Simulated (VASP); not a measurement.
# C in VASP: single point with PBE+D3(BJ)

Aim: the single point of C with PBE+D3(BJ).

Everything below comes from runs of VASP 6.6.1. Logs are shortened: lines on timing, memory, paths and dates and some standing lists are left out, and cuts for length are marked.

## (1) The cell of the first run

The cell holds a slab with vacuum, 2 atoms: a = 2.456 Å, b = 2.456 Å, c = 8.524 Å, α = 90.00°, β = 90.00°, γ = 120.00°.

## (2) Single point, PBE+D3(BJ) (atom 1 (C) moved by (-0.300, -0.300) A along y and z)

File INCAR:

```
PREC = Accurate
ENCUT = 520
EDIFF = 1E-7
ISMEAR = 0
SIGMA = 0.15
LREAL = F
LASPH = T
NELM = 80
ALGO = Normal
ISIF = 2
LWAVE = F
LCHARG = F
GGA = PE
IVDW = 12
NBANDS = 11
```

File KPOINTS:

```
regular mesh
0
Gamma
  24 24 6
```

File POSCAR:

```
C
1.0
    2.4561701622      0.0000000000      0.0000000000
   -1.2280850811      2.1271057565      0.0000000000
    0.0000000000      0.0000000000      8.5238033600
C
2
Direct
    0.2628149778      0.5256299556     -0.0351955562
    0.6666666667      0.3333333333      0.0000000000
```

Potentials or basis: VASP PAW PBE potentials, release 64 (C).

Started as:

```
cat potpaw_PBE.64/C/POTCAR > POTCAR
mpirun -np 1 vasp_std > vasp.out
```

OUTCAR:

```text
PREC = Accurate
   ENCUT = 520
   EDIFF = 1E-7
   ISMEAR = 0
   LREAL = F
   LASPH = T
   NELM = 80
   ISIF = 2
   GGA = PE
   IVDW = 12
 IVDW          = 12

 ion  position               nearest neighbor table
   1  0.263  0.526  0.965-   2 1.33   2 1.33   2 1.74
   2  0.667  0.333  0.000-   1 1.33   1 1.33   1 1.74

  LATTYP: Found a hexagonal cell.
 ALAT       =     2.4561701622
 C/A-ratio  =     3.4703635323

  Lattice vectors:

 A1 = (   2.4561701622,   0.0000000000,   0.0000000000)
 A2 = (  -1.2280850811,   2.1271057565,   0.0000000000)
 A3 = (   0.0000000000,   0.0000000000,   8.5238033600)

Analysis of symmetry for initial positions (statically):
=====================================================================
 Subroutine PRICEL returns:
 Original cell was already a primitive cell.

 Routine SETGRP: Setting up the symmetry group for a
 hexagonal supercell.

 Subroutine GETGRP returns: Found  4 space group operations
 (whereof  2 operations were pure point group operations)
 out of a pool of 24 trial point group operations.

The static configuration has the point symmetry C_1h.
 The point group associated with its full space group is C_2h.

Analysis of symmetry for dynamics (positions and initial velocities):
=====================================================================
 Subroutine PRICEL returns:
 Original cell was already a primitive cell.

 Routine SETGRP: Setting up the symmetry group for a
 hexagonal supercell.

 Subroutine GETGRP returns: Found  4 space group operations
 (whereof  2 operations were pure point group operations)
 out of a pool of 24 trial point group operations.

The dynamic configuration has the point symmetry C_1h.
 The point group associated with its full space group is C_2h.

 Subroutine INISYM returns: Found  4 space group operations
 (whereof  2 operations are pure point group operations),
 and found     1 'primitive' translations

----------------------------------------------------------------------------------------

                                     Primitive cell

  volume of cell :      44.5329

  direct lattice vectors                    reciprocal lattice vectors
     2.456170162  0.000000000  0.000000000     0.407137916  0.235061185  0.000000000
    -1.228085081  2.127105756  0.000000000     0.000000000  0.470122370  0.000000000
     0.000000000  0.000000000  8.523803360     0.000000000  0.000000000  0.117318521

  length of vectors
     2.456170162  2.456170162  8.523803360     0.470122370  0.470122370  0.117318521

  position of ions in fractional coordinates (direct lattice)
     0.262814978  0.525629956  0.964804444
     0.666666667  0.333333333  0.000000000

  ion indices of the primitive-cell ions
   primitive index   ion index
                 1           1
                 2           2

----------------------------------------------------------------------------------------

 KPOINTS: regular mesh

Automatic generation of k-mesh.
 Grid dimensions read from file:
 generate k-points for:   24   24    6

 Generating k-lattice:

  Cartesian coordinates                     Fractional coordinates (reciprocal lattice)
     0.016964080  0.009794216  0.000000000     0.041666667 -0.000000000  0.000000000
     0.000000000  0.019588432  0.000000000     0.000000000  0.041666667  0.000000000
     0.000000000  0.000000000  0.019553087     0.000000000  0.000000000  0.166666667

  Length of vectors
     0.019588432  0.019588432  0.019553087

  Shift w.r.t. Gamma in fractional coordinates (k-lattice)
     0.000000000  0.000000000  0.000000000

 Subroutine IBZKPT returns following result:
 ===========================================

 Found    914 irreducible k-points:

 Following reciprocal coordinates:
            Coordinates               Weight
  0.000000  0.000000  0.000000      1.000000
  0.041667  0.000000  0.000000      4.000000
  0.000000  0.041667  0.000000      2.000000
  0.083333  0.000000  0.000000      4.000000
  0.000000  0.083333  0.000000      2.000000
  0.125000 -0.000000  0.000000      4.000000
[... 16 lines left out ...]
  0.000000  0.458333  0.000000      2.000000
  0.500000 -0.000000  0.000000      2.000000
 [... further k-points ...]
   k-points           NKPTS =    914   k-points in BZ     NKDIM =    914   number of bands    NBANDS=     11
   number of dos      NEDOS =    301   number of ions     NIONS =      2
   total plane-waves  NPLWV =  20736
   dimension x,y,z NGX =    18 NGY =   18 NGZ =   64
   dimension x,y,z NGXF=    36 NGYF=   36 NGZF=  128
   ions per type =               2
   NGX,Y,Z   is equivalent  to a cutoff of  12.18, 12.18, 12.48 a.u.
   NGXF,Y,Z  is equivalent  to a cutoff of  24.37, 24.37, 24.96 a.u.
 SYSTEM =  unknown system
   PREC   = accura    normal or accurate (medium, high low for compatibility)
   ISTART =      0    job   : 0-new  1-cont  2-samecut
   ICHARG =      2    charge: 1-file 2-atom 10-const
   ISPIN  =      1    spin polarized calculation?
   LNONCOLLINEAR =      F non collinear calculations
   LSORBIT =      F    spin-orbit coupling
   LASPH  =      T    aspherical Exc in radial PAW
   ENCUT  =  520.0 eV  38.22 Ry    6.18 a.u.   4.57  4.57 15.85*2*pi/ulx,y,z
   NELM   =     80;   NELMIN=  2; NELMDL= -5     # of ELM steps
   EDIFF  = 0.1E-06   stopping-criterion for ELM
   LREAL  =      F    real-space projection
   EDIFFG = 0.1E-05   stopping-criterion for IOM
   NSW    =      0    number of steps for IOM
   IBRION =     -1    ionic relax: 0-MD 1-quasi-New 2-CG
   NFREE  =      0    steps in history (QN), initial steepest desc. (CG)
   ISIF   =      2    stress and relaxation
   ISYM   =      2    0-nonsym 1-usesym 2-fastsym
   POTIM  = 0.5000    time-step for ionic-motion
   TEBEG  =    0.0;   TEEND  =   0.0 temperature during run
   PSTRESS=    0.0 pullay stress
   NELECT =       8.0000    total number of electrons
   NUPDOWN=      -1.0000    fix difference up-down
   EMIN   =  10.00;   EMAX   =-10.00  energy-range for DOS
   EFERMI =   0.00;   METHOD = LEGACY
   ISMEAR =     0;   SIGMA  =   0.15  broadening in eV -4-tet -1-fermi 0-gaus
   EFERMI_NEDOS =   21; number of points for ismear=-14 and -15
   IALGO  =     38    algorithm
   IMIX   =      4    mixing-type and parameters
     AMIX     =   0.40;   BMIX     =  1.00
     AMIX_MAG =   1.60;   BMIX_MAG =  1.00
  volume/ion in A,a.u.               =      22.27       150.26
  Fermi-wavevector in a.u.,A,eV,Ry     =   0.923729  1.745594 11.609511  0.853275
  Thomas-Fermi vector in A             =   2.049397
   LORBIT       =      0    0 simple, 1 ext, 2 COOP (PROOUT), +10 PAW based schemes
   GGA     = PE    functional components
   LHFCALC =     F    Hartree Fock is set to
   AEXX    =    0.0000 exact exchange contribution
   IVDW    =    12    specifies the selected vdW correction
   LEPSILON=     F    determine dielectric tensor
   LRPA    =     F    only Hartree local field effects (RPA)
 non-spin polarized calculation
 Gauss-broadening in eV      SIGMA  =   0.15
  energy-cutoff  :      520.00
  volume of cell :       44.53
 maximum number of plane-waves:      1223
   NGX =  9   NGY =  9   NGZ = 31

 number of electron       7.9999999 magnetization

 Free energy of the ion-electron system (eV)
  ---------------------------------------------------
  ext. energy  EPLUGINS =         0.00000000
  ---------------------------------------------------
  free energy    TOTEN  =       -16.30445944 eV

  energy without entropy =      -16.29962296  energy(sigma->0) =      -16.30204120

 E-fermi :  -0.6885     XC(G=0):  -5.0631

 val. band max:       -0.7327984207   @ k =   0.4167   0.1667   0.0000
 cond. band min:      -0.6686815839   @ k =   0.0000   0.0833   0.0000
 fundamental gap:      0.0641168368
 Fermi energy:        -0.6884517974

 k-point     1 :       0.0000    0.0000    0.0000
  band No.  band energies     occupation
      1     -20.3582      2.00000
      2      -8.4462      2.00000
      3      -6.9004      2.00000
      4       1.2498      0.00000
      5       2.1176      0.00000
      6       2.4310      0.00000
      7       4.6245      0.00000
      8       5.2807      0.00000
      9      10.5238      0.00000
     10      11.4628      0.00000
     11      13.0671      0.00000

 k-point     2 :       0.0417    0.0000    0.0000
  band No.  band energies     occupation
      1     -20.3182      2.00000
      2      -8.4045      2.00000
      3      -6.9840      2.00000
      4       0.9917      0.00000
      5       1.9773      0.00000
      6       2.7768      0.00000
      7       4.6813      0.00000
      8       5.3147      0.00000
      9      10.4414      0.00000
     10      11.5566      0.00000
     11      13.1515      0.00000

 k-point     3 :       0.0000    0.0417    0.0000
  band No.  band energies     occupation
      1     -20.3160      2.00000
      2      -8.4027      2.00000
      3      -6.9380      2.00000
      4       0.5853      0.00000
      5       1.8839      0.00000
      6       3.2371      0.00000
      7       4.6769      0.00000
      8       5.3384      0.00000
      9      10.5002      0.00000
     10      11.4875      0.00000
     11      13.1766      0.00000
[... 267 lines left out ...]
 k-point    23 :       0.0000    0.4583    0.0000
  band No.  band energies     occupation
      1     -15.9766      2.00000
      2     -11.7283      2.00000
      3      -8.7180      2.00000
      4      -4.6970      2.00000
      5       3.1117      0.00000
      6       6.1287      0.00000
      7       8.6699      0.00000
      8      10.2335      0.00000
      9      11.9513      0.00000
     10      12.2615      0.00000
     11      13.7281      0.00000

 k-point    24 :       0.5000   -0.0000    0.0000
  band No.  band energies     occupation
      1     -15.0061      2.00000
      2     -14.8384      2.00000
      3      -4.9110      2.00000
      4      -2.5372      2.00000
      5      -0.8647      1.90349
      6       4.1310      0.00000
      7      10.1567      0.00000
      8      10.2306      0.00000
      9      12.0032      0.00000
     10      12.4927      0.00000
     11      14.0300      0.00000

 [... further k-points ...]

------------------------ aborting loop because EDIFF is reached ----------------------------------------

 Edisp (eV)   -0.18524

 E8    (eV) :    -0.0570

  FORCE on cell =-STRESS in cart. coord.  units (eV):
  Direction    XX          YY          ZZ          XY          YZ          ZX
  --------------------------------------------------------------------------------------
  -------------------------------------------------------------------------------------
  Total       5.32712     2.19419    -0.87607     0.00000    -1.88097     0.00000
  in kB     191.65590    78.94107   -31.51862     0.00000   -67.67241     0.00000
  external pressure =       79.69 kB  Pullay stress =        0.00 kB

 VOLUME and BASIS-vectors are now :
 -----------------------------------------------------------------------------
  energy-cutoff  :      520.00
  volume of cell :       44.53
      direct lattice vectors                 reciprocal lattice vectors
     2.456170162  0.000000000  0.000000000     0.407137916  0.235061185  0.000000000
    -1.228085081  2.127105756  0.000000000     0.000000000  0.470122370  0.000000000
     0.000000000  0.000000000  8.523803360     0.000000000  0.000000000  0.117318521

 POSITION                                       TOTAL-FORCE (eV/Angst)
 -----------------------------------------------------------------------------------
     -0.00000      1.11807      8.22380         0.000000      6.270126      2.829174
      1.22809      0.70904      0.00000        -0.000000     -6.270126     -2.829174
 -----------------------------------------------------------------------------------
    total drift:                                0.000000      0.000003     -0.000006

  FREE ENERGIE OF THE ION-ELECTRON SYSTEM (eV)
  ---------------------------------------------------
  free  energy   TOTEN  =       -16.4896982403 eV

  energy  without entropy=      -16.4848617599  energy(sigma->0) =      -16.48728000
```

Run time: 4.4 min. Hardware: 1 thread of AMD EPYC 7R13 (Zen 3), shared host; peak memory 0.41 GiB.

What came out:

* Free energy: -16.4897 eV
* Largest force: 6.879 eV/Å
* Band gap on the k mesh: zero (band 4 reaches 1.32 eV, above the bottom of band 5 at -1.17 eV)
* Dispersion energy per atom: -0.093 eV

Forces on the atoms (eV/Å):
```
C    0.000  6.270  2.829
C    0.000 -6.270 -2.829
```

Levels at points of the mesh, in eV from the Fermi level:
```tsv
k point	band 2	band 3	band 4	band 5	band 6	band 7
(0.00, 0.00, 0.00)	-7.76	-6.21	1.94	2.81	3.12	5.31
(0.50, 0.00, 0.00)	-14.15	-4.22	-1.85	-0.18	4.82	10.85
(0.00, 0.50, 0.00)	-11.34	-8.06	-3.89	3.68	6.80	9.83
(0.00, 0.00, 0.50)	-7.76	-6.21	2.01	3.12	3.20	3.77
(0.50, 0.00, 0.50)	-14.15	-4.22	-1.85	-0.18	4.82	11.11
(0.00, 0.50, 0.50)	-11.34	-8.06	-3.89	3.68	6.80	9.86
```

Caveat: the cell differs from its parent crystal (atom 1 (C) moved by (-0.300, -0.300) A along y and z).
